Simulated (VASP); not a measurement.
# Al in VASP: a series of runs

The runs below take Al through single point, relaxation of cell and atoms, with PBE.

Everything below comes from runs of VASP 6.6.1. Logs are shortened: lines on timing, memory, paths and dates and some standing lists are left out, and cuts for length are marked.

### Step 1. The cell of the first run

It takes space group C2/m (No. 12, monoclinic). The conventional cell has a = 4.902 Å, b = 2.839 Å, c = 2.872 Å, α = 90.00°, β = 124.46°, γ = 90.00°. Al (site symmetry 2/m) has 12 Al at 2.83 to 2.88 Å within 3.7 Å.

### Step 2. Single point, PBE

File INCAR:

```
SYSTEM = Al
ALGO = Fast ; EDIFF = 1E-6
ENCUT = 520 ; GGA = PE
ISIF = 2 ; ISMEAR = 0
LASPH = .True. ; LCHARG = .False.
LREAL = .False. ; LWAVE = .False.
NBANDS = 18 ; NELM = 80
PREC = Accurate ; SIGMA = 0.1
```

File KPOINTS:

```
k-points
0
Gamma
  8 8 8
  0 0 0
```

File POSCAR:

```
Al
1.0
    1.9956587115     -1.9956587115      4.0077284739
    4.0095255483      2.0138668368      2.0038642370
   -2.0655519603      2.0655519603      4.0776217228
Al
6
Direct
    0.0000000000      0.0000000000      0.0000000000
    0.3333333333      0.3333333333      0.0000000000
    0.6666666667      0.6666666667      0.0000000000
    0.5000000000      0.0000000000      0.5000000000
    0.1666666667      0.6666666667      0.5000000000
    0.8333333333      0.3333333333      0.5000000000
```

Potentials or basis: VASP PAW PBE potentials, release 64 (Al).

Run with:

```bash
> cat potpaw_PBE.64/Al/POTCAR > POTCAR
> mpirun -np 1 vasp_std > vasp.out
```

OUTCAR:

```text
SYSTEM = Al
   EDIFF = 1E-6
   ENCUT = 520
   GGA = PE
   ISIF = 2
   ISMEAR = 0
   LASPH = .True.
   LREAL = .False.
   NELM = 80
   PREC = Accurate

 ion  position               nearest neighbor table
   1  0.000  0.000  0.000-   2 2.83   3 2.83   3 2.83   2 2.83   2 2.84   3 2.84   4 2.87   4 2.87
                             5 2.88   6 2.88   6 2.88   5 2.88
   2  0.333  0.333  0.000-   3 2.83   1 2.83   1 2.83   3 2.83   3 2.84   1 2.84   6 2.87   6 2.87
                             4 2.88   5 2.88   4 2.88   5 2.88
   3  0.667  0.667  0.000-   2 2.83   1 2.83   1 2.83   2 2.83   2 2.84   1 2.84   5 2.87   5 2.87
                             4 2.88   6 2.88   4 2.88   6 2.88
   4  0.500  0.000  0.500-   5 2.83   6 2.83   5 2.83   6 2.83   6 2.84   5 2.84   1 2.87   1 2.87
                             3 2.88   2 2.88   3 2.88   2 2.88
   5  0.167  0.667  0.500-   6 2.83   4 2.83   4 2.83   6 2.83   6 2.84   4 2.84   3 2.87   3 2.87
                             1 2.88   2 2.88   1 2.88   2 2.88
   6  0.833  0.333  0.500-   5 2.83   4 2.83   4 2.83   5 2.83   5 2.84   4 2.84   2 2.87   2 2.87
                             1 2.88   3 2.88   1 2.88   3 2.88

  LATTYP: Found a base centered monoclinic cell.
 ALAT       =     4.9017542682
 B/A-ratio  =     1.7378193064
 C/A-ratio  =     1.0233020825
 COS(beta)  =    -0.3293488948

  Lattice vectors:

 A1 = (   2.0138668368,   4.0095255483,  -2.0038642369)
 A2 = (  -4.0095255483,  -2.0138668368,  -2.0038642370)
 A3 = (  -2.0655519603,   2.0655519603,   4.0776217228)

Analysis of symmetry for initial positions (statically):
=====================================================================
 Subroutine PRICEL returns following result:

  LATTYP: Found a base centered monoclinic cell.
 ALAT       =     4.9017542697
 B/A-ratio  =     0.5792731019
 C/A-ratio  =     0.5858968194
 COS(beta)  =    -0.5657793047

  Lattice vectors:

 A1 = (  -2.0017280870,  -0.0060693751,  -2.0038642374)
 A2 = (   0.0060693743,   2.0017280866,  -2.0038642377)
 A3 = (   2.0306053365,  -2.0306053359,  -0.0349466238)

   6 primitive cells build up your supercell.

 Routine SETGRP: Setting up the symmetry group for a
 base centered monoclinic supercell.

 Subroutine GETGRP returns: Found  4 space group operations
 (whereof  4 operations were pure point group operations)
 out of a pool of  4 trial point group operations.

The static configuration has the point symmetry C_2h.

Analysis of symmetry for dynamics (positions and initial velocities):
=====================================================================
 Subroutine PRICEL returns following result:

  LATTYP: Found a base centered monoclinic cell.
 ALAT       =     4.9017542697
 B/A-ratio  =     0.5792731019
 C/A-ratio  =     0.5858968194
 COS(beta)  =    -0.5657793047

  Lattice vectors:

 A1 = (  -2.0017280870,  -0.0060693751,  -2.0038642374)
 A2 = (   0.0060693743,   2.0017280866,  -2.0038642377)
 A3 = (   2.0306053365,  -2.0306053359,  -0.0349466238)

   6 primitive cells build up your supercell.

 Routine SETGRP: Setting up the symmetry group for a
 base centered monoclinic supercell.

 Subroutine GETGRP returns: Found  4 space group operations
 (whereof  4 operations were pure point group operations)
 out of a pool of  4 trial point group operations.

The dynamic configuration has the point symmetry C_2h.

 Subroutine INISYM returns: Found  4 space group operations
 (whereof  4 operations are pure point group operations),
 and found     6 'primitive' translations

----------------------------------------------------------------------------------------

                                     Primitive cell

  volume of cell :      16.4797

  direct lattice vectors                    reciprocal lattice vectors
    -2.001728087 -0.006069375 -2.003864237    -0.251157955 -0.246900251 -0.247397767
     0.006069374  2.001728087 -2.003864238     0.246900250  0.251157955 -0.247397767
     2.030605337 -2.030605336 -0.034946624     0.244139779 -0.244139779 -0.243140063

  length of vectors
     2.832388401  2.832388401  2.871922236     0.430401797  0.430401797  0.422286104

  position of ions in fractional coordinates (direct lattice)
     0.000000000  0.000000000  0.000000000

  ion indices of the primitive-cell ions
   primitive index   ion index
                 1           1

----------------------------------------------------------------------------------------

 KPOINTS: k-points

Automatic generation of k-mesh.
 Grid dimensions read from file:
 generate k-points for:    8    8    8

 Generating k-lattice:

  Cartesian coordinates                     Fractional coordinates (reciprocal lattice)
     0.005148630 -0.025901055  0.015728467     0.125000000  0.000000000  0.000000000
     0.020752425  0.020752425  0.000000000     0.000000000  0.125000000  0.000000000
    -0.015258736  0.015258736  0.015196254     0.000000000 -0.000000000  0.125000000

  Length of vectors
     0.030736912  0.029348361  0.026392881

  Shift w.r.t. Gamma in fractional coordinates (k-lattice)
     0.000000000  0.000000000  0.000000000

 Subroutine IBZKPT returns following result:
 ===========================================

 Found    150 irreducible k-points:

 Following reciprocal coordinates:
            Coordinates               Weight
  0.000000  0.000000  0.000000      1.000000
  0.125000  0.000000  0.000000      4.000000
  0.250000  0.000000  0.000000      4.000000
  0.375000 -0.000000  0.000000      4.000000
  0.500000  0.000000  0.000000      2.000000
  0.000000  0.125000  0.000000      2.000000
[... 16 lines left out ...]
  0.125000 -0.000000  0.125000      4.000000
  0.250000  0.000000  0.125000      4.000000
 [... further k-points ...]
   k-points           NKPTS =    150   k-points in BZ     NKDIM =    150   number of bands    NBANDS=     18
   number of dos      NEDOS =    301   number of ions     NIONS =      6
   total plane-waves  NPLWV =  57600
   dimension x,y,z NGX =    36 NGY =   40 NGZ =   40
   dimension x,y,z NGXF=    72 NGYF=   80 NGZF=   80
   ions per type =               6
   NGX,Y,Z   is equivalent  to a cutoff of  12.21, 13.53, 13.26 a.u.
   NGXF,Y,Z  is equivalent  to a cutoff of  24.42, 27.06, 26.51 a.u.
 SYSTEM =  Al
   PREC   = accura    normal or accurate (medium, high low for compatibility)
   ISTART =      0    job   : 0-new  1-cont  2-samecut
   ICHARG =      2    charge: 1-file 2-atom 10-const
   ISPIN  =      1    spin polarized calculation?
   LNONCOLLINEAR =      F non collinear calculations
   LSORBIT =      F    spin-orbit coupling
   LASPH  =      T    aspherical Exc in radial PAW
   ENCUT  =  520.0 eV  38.22 Ry    6.18 a.u.   9.11  9.14  9.33*2*pi/ulx,y,z
   NELM   =     80;   NELMIN=  2; NELMDL= -5     # of ELM steps
   EDIFF  = 0.1E-05   stopping-criterion for ELM
   LREAL  =      F    real-space projection
   EDIFFG = 0.1E-04   stopping-criterion for IOM
   NSW    =      0    number of steps for IOM
   IBRION =     -1    ionic relax: 0-MD 1-quasi-New 2-CG
   NFREE  =      0    steps in history (QN), initial steepest desc. (CG)
   ISIF   =      2    stress and relaxation
   ISYM   =      2    0-nonsym 1-usesym 2-fastsym
   POTIM  = 0.5000    time-step for ionic-motion
   TEBEG  =    0.0;   TEEND  =   0.0 temperature during run
   PSTRESS=    0.0 pullay stress
   NELECT =      18.0000    total number of electrons
   NUPDOWN=      -1.0000    fix difference up-down
   EMIN   =  10.00;   EMAX   =-10.00  energy-range for DOS
   EFERMI =   0.00;   METHOD = LEGACY
   ISMEAR =     0;   SIGMA  =   0.10  broadening in eV -4-tet -1-fermi 0-gaus
   EFERMI_NEDOS =   21; number of points for ismear=-14 and -15
   IALGO  =     68    algorithm
   IMIX   =      4    mixing-type and parameters
     AMIX     =   0.40;   BMIX     =  1.00
     AMIX_MAG =   1.60;   BMIX_MAG =  1.00
  volume/ion in A,a.u.               =      16.48       111.21
  Fermi-wavevector in a.u.,A,eV,Ry     =   0.927823  1.753332 11.712663  0.860856
  Thomas-Fermi vector in A             =   2.053934
   LORBIT       =      0    0 simple, 1 ext, 2 COOP (PROOUT), +10 PAW based schemes
   GGA     = PE    functional components
   LHFCALC =     F    Hartree Fock is set to
   AEXX    =    0.0000 exact exchange contribution
   IVDW    =     0    specifies the selected vdW correction
   LEPSILON=     F    determine dielectric tensor
   LRPA    =     F    only Hartree local field effects (RPA)
 non-spin polarized calculation
 RMM-DIIS sequential band-by-band and
 Gauss-broadening in eV      SIGMA  =   0.10
  energy-cutoff  :      520.00
  volume of cell :       98.88
 maximum number of plane-waves:      2682
   NGX = 19   NGY = 19   NGZ = 19

 number of electron      18.0000000 magnetization

 Free energy of the ion-electron system (eV)
  ---------------------------------------------------
  ext. energy  EPLUGINS =         0.00000000
  ---------------------------------------------------
  free energy    TOTEN  =       -22.47450810 eV

  energy without entropy =      -22.46459524  energy(sigma->0) =      -22.46955167

 E-fermi :   8.0524     XC(G=0): -10.2010

 val. band max:        8.0456150840   @ k =  -0.2500   0.3750   0.1250
 cond. band min:       8.0554617775   @ k =  -0.1250   0.1250   0.2500
 fundamental gap:      0.0098466935
 Fermi energy:         8.0524337506

 k-point     1 :       0.0000    0.0000    0.0000
  band No.  band energies     occupation
      1      -3.1306      2.00000
      2       3.2975      2.00000
      3       3.3524      2.00000
      4       4.7902      2.00000
      5       4.7902      2.00000
      6       5.3543      2.00000
[... 10 lines left out ...]
     17      11.4252      0.00000
     18      15.1818      0.00000

 k-point     2 :       0.1250    0.0000    0.0000
  band No.  band energies     occupation
      1      -2.9908      2.00000
      2       2.9245      2.00000
      3       3.5515      2.00000
      4       3.9607      2.00000
      5       3.9902      2.00000
      6       4.5057      2.00000
[... 10 lines left out ...]
     17      12.7839      0.00000
     18      13.4953      0.00000

 k-point     3 :       0.2500    0.0000    0.0000
  band No.  band energies     occupation
      1      -2.5722      2.00000
      2       1.8149      2.00000
      3       2.7923      2.00000
      4       3.3891      2.00000
      5       3.7562      2.00000
      6       4.8888      2.00000
[... 10 lines left out ...]
     17      12.5647      0.00000
     18      13.2742      0.00000

 k-point     4 :       0.3750   -0.0000    0.0000
  band No.  band energies     occupation
      1      -1.8773      2.00000
      2       0.3231      2.00000
      3       2.9273      2.00000
      4       3.0816      2.00000
      5       3.2660      2.00000
      6       3.9867      2.00000
[... 10 lines left out ...]
     17      13.1892      0.00000
     18      13.6291      0.00000

 k-point     5 :       0.5000    0.0000    0.0000
  band No.  band energies     occupation
      1      -0.9103      2.00000
      2      -0.9103      2.00000
      3       3.0406      2.00000
      4       3.0406      2.00000
      5       3.3274      2.00000
      6       3.3274      2.00000
[... 10 lines left out ...]
     17      12.3960      0.00000
     18      12.3960      0.00000

 k-point     6 :       0.0000    0.1250    0.0000
  band No.  band energies     occupation
      1      -3.0031      2.00000
      2       2.9806      2.00000
      3       3.4157      2.00000
      4       3.4772      2.00000
      5       4.5358      2.00000
      6       4.8782      2.00000
[... 307 lines left out ...]
 k-point    21 :       0.0000    0.5000    0.0000
  band No.  band energies     occupation
      1      -1.1049      2.00000
      2      -1.1049      2.00000
      3       3.4769      2.00000
      4       3.7754      2.00000
      5       5.0766      2.00000
      6       5.1829      2.00000
[... 10 lines left out ...]
     17      13.2727      0.00000
     18      13.4315      0.00000

 k-point    22 :      -0.0000   -0.0000    0.1250
  band No.  band energies     occupation
      1      -3.0275      2.00000
      2       1.8360      2.00000
      3       4.8830      2.00000
      4       4.8830      2.00000
      5       4.9958      2.00000
      6       5.0857      2.00000
[... 10 lines left out ...]
     17      12.7872      0.00000
     18      13.9772      0.00000

 k-point    23 :       0.1250   -0.0000    0.1250
  band No.  band energies     occupation
      1      -2.9572      2.00000
      2       2.4399      2.00000
      3       3.9918      2.00000
      4       4.1014      2.00000
      5       4.5340      2.00000
      6       5.0330      2.00000
[... 10 lines left out ...]
     17      13.2512      0.00000
     18      14.8895      0.00000

 k-point    24 :       0.2500    0.0000    0.1250
  band No.  band energies     occupation
      1      -2.6080      2.00000
      2       2.3140      2.00000
      3       3.3073      2.00000
      4       3.3563      2.00000
      5       3.8436      2.00000
      6       4.2318      2.00000
[... 10 lines left out ...]
     17      13.3331      0.00000
     18      13.9437      0.00000

 [... further k-points ...]

------------------------ aborting loop because EDIFF is reached ----------------------------------------

  FORCE on cell =-STRESS in cart. coord.  units (eV):
  Direction    XX          YY          ZZ          XY          YZ          ZX
  --------------------------------------------------------------------------------------
  -------------------------------------------------------------------------------------
  Total       -0.0155657     -0.0155657     -0.0474162      0.0254861      0.0149478     -0.0149478
  in kB       -0.2522197     -0.2522197     -0.7683100      0.4129648      0.2422072     -0.2422072
  external PRESSURE =      -0.4242498 kB  Pullay stress =       0.0000000 kB

 VOLUME and BASIS-vectors are now :
 -----------------------------------------------------------------------------
  energy-cutoff  :      520.00
  volume of cell :       98.88
      direct lattice vectors                 reciprocal lattice vectors
     1.995658711 -1.995658711  4.007728474     0.041189041 -0.207208442  0.125827736
     4.009525548  2.013866837  2.003864237     0.166019402  0.166019402  0.000000000
    -2.065551960  2.065551960  4.077621723    -0.122069889  0.122069889  0.121570031

 POSITION                                       TOTAL-FORCE (eV/Angst)
 -----------------------------------------------------------------------------------
      0.00000      0.00000      0.00000        -0.000000      0.000000      0.000000
      2.00173      0.00607      2.00386        -0.000000     -0.000000     -0.000000
      4.00346      0.01214      4.00773         0.000000      0.000000     -0.000000
     -0.03495      0.03495      4.04268        -0.000000     -0.000000     -0.000000
      1.97285      2.04274      4.04268        -0.000000     -0.000000      0.000000
      1.96678      0.04102      6.04654         0.000000      0.000000     -0.000000
 -----------------------------------------------------------------------------------
    total drift:                               -0.000000      0.000000      0.000000

  FREE ENERGIE OF THE ION-ELECTRON SYSTEM (eV)
  ---------------------------------------------------
  free  energy   TOTEN  =       -22.4745081032 eV

  energy  without entropy=      -22.4645952384  energy(sigma->0) =      -22.46955167
```

Run time: 81 s. Hardware: 1 thread of Intel Xeon 6975P-C (Granite Rapids), shared host; peak memory 0.35 GiB.

What came out:

```
Free energy            : -22.4745 eV
Pressure               : 0.0 GPa
Band gap on the k mesh : zero (bands 9 and 10 overlap by 4.29 eV)
```

### Step 3. Relaxation of cell and atoms, PBE

File INCAR:

```
PREC     = Accurate       # precision mode
ENCUT    = 600            # plane-wave cutoff, eV
EDIFF    = 1E-7           # SCF threshold, eV
ISMEAR   = 0              # smearing method
SIGMA    = 0.1            # smearing width, eV
LREAL    = F              # projectors in reciprocal space
LASPH    = T              # aspherical terms in the spheres
NELM     = 80             # most SCF steps
ALGO     = Fast           # electronic algorithm
ISIF     = 3              # what is computed and relaxed
LWAVE    = F              # write WAVECAR
LCHARG   = F              # write CHGCAR
GGA      = PE             # functional
IBRION   = 2              # ionic algorithm
NSW      = 80             # ionic steps
EDIFFG   = -0.015         # ionic threshold
```

File KPOINTS:

```
Automatic mesh
0
Gamma
  8 8 8
```

POSCAR: that of step 2 with these lines changed.

```diff
@@ -2,5 +2,5 @@
 1.0
-    1.9956587115     -1.9956587115      4.0077284739
-    4.0095255483      2.0138668368      2.0038642370
-   -2.0655519603      2.0655519603      4.0776217228
+    2.0208104607     -2.0208104607      4.0416209214
+    4.0416209214      2.0208104607      2.0208104607
+   -2.0208104607      2.0208104607      4.0416209214
 Al
```

Potentials or basis: VASP PAW PBE potentials, release 64 (Al).

Run with:

```bash
> cat potpaw_PBE.64/Al/POTCAR > POTCAR
> mpirun -np 1 vasp_std > vasp.out
```

It took 2.2 min on 1 thread of Intel Xeon 6975P-C (Granite Rapids), shared host; peak memory 0.36 GiB.

The run converged. Its results:

```
Free energy                           : -22.4709 eV
Relaxed volume                        : 16.44 Å³/atom
Relaxed cell                          : a = 4.941 Å, b = 4.939 Å, c = 4.943 Å, α = 80.50°, β = 70.72°, γ = 59.99°
Space group after relaxing (to 0.1 Å) : Fm-3m (No. 225)
Energy gained by relaxing             : 0.1 meV/atom
Ionic steps                           : 3
Pressure after relaxing               : 0.1 GPa
Band gap on the k mesh                : zero (bands 9 and 10 overlap by 4.28 eV)
```

The path:
| step | energy change (eV) | largest force (eV/Å) | pressure (GPa) | volume (Å³) |
| --- | --- | --- | --- | --- |
| 1 | 0.0000 | 0.0000 | -0.21 | 99.03 |
| 2 | -0.0006 | 0.0000 | 0.03 | 98.72 |
| 3 | -0.0006 | 0.0000 | 0.11 | 98.61 |

Final structure:
```yaml
crystal:
  lattice:
    - [2.02163, -2.02163, 4.02953]
    - [4.03537, 2.01373, 2.01476]
    - [-2.02317, 2.02317, 4.03107]
  atoms:
    - { symbol: Al, position: [0.00000, 0.00000, 0.00000] }
    - { symbol: Al, position: [0.33333, 0.33333, 0.00000] }
    - { symbol: Al, position: [0.66667, 0.66667, 0.00000] }
    - { symbol: Al, position: [0.50000, 0.00000, 0.50000] }
    - { symbol: Al, position: [0.16667, 0.66667, 0.50000] }
    - { symbol: Al, position: [0.83333, 0.33333, 0.50000] }
```

Levels at points of the mesh, in eV from the Fermi level:
```csv
k point,band 6,band 7,band 8,band 9,band 10,band 11,band 12,band 13
"(0.00, 0.00, 0.00)",-2.79,-2.79,-2.52,-2.52,-1.09,-1.09,0.40,0.40
"(0.50, 0.00, 0.00)",-4.60,-0.78,-0.78,-0.45,-0.45,2.76,2.76,3.60
"(0.00, 0.50, 0.00)",-2.79,-2.79,-2.52,-2.52,-1.61,2.97,2.97,3.57
"(0.00, 0.00, 0.50)",-3.17,-1.80,-1.80,-1.80,-1.80,1.36,1.36,1.36
"(0.50, 0.00, 0.50)",-4.40,-2.98,-1.65,1.67,1.67,2.99,2.99,3.15
"(0.00, 0.50, 0.50)",-5.08,-0.83,-0.83,2.41,2.41,2.41,2.41,3.66
```

[end of part 1 of 2]
